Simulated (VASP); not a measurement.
Runs of VASP 6.6.1 on Ca. The structure is that of space group Fm-3m (No. 225), or close to it. The cells are those of the table. 

| cell | gap on the mesh (eV) | pressure (GPa) |
| --- | --- | --- |
| a = 3.893, b = 3.893, c = 3.833 Å, angles 60.5, 60.5, 59.0°, 1 atom | none | 0.5 |
| a = 3.863, b = 3.863, c = 3.892 Å, angles 59.7, 59.7, 60.5°, 1 atom | none | 0.5 |
| a = 3.893, b = 3.893, c = 3.952 Å, angles 59.5, 59.5, 61.0°, 1 atom | none | (b) |
| a = 3.981, b = 3.981, c = 3.952 Å, angles 60.2, 60.2, 59.5°, 1 atom | none | -0.8 |
| a = 4.041, b = 4.041, c = 4.011 Å, angles 60.2, 60.2, 59.5°, 1 atom | none | -1.4 |
| a = 4.011 Å, angles 60.0°, 1 atom | none | (a) |
| a = 3.923, b = 3.923, c = 3.833 Å, angles 60.8, 60.8, 58.5°, 1 atom | none | 0.2 |
| a = 3.953, b = 3.953, c = 3.833 Å, angles 61.0, 61.0, 58.0°, 1 atom | none | 0.0 |

Alike in all rows: task single point; level PBE; potentials or basis VASP PAW PBE potentials, release 64 (Ca_sv); no spin polarisation; k mesh 14 × 14 × 14; cutoff (eV) 520; smearing gaussian 0.15 eV.

Fill in the values left out.

(a) -1.2; (b) -0.1.

A gap of «none» marks levels without a gap at the run's occupations.
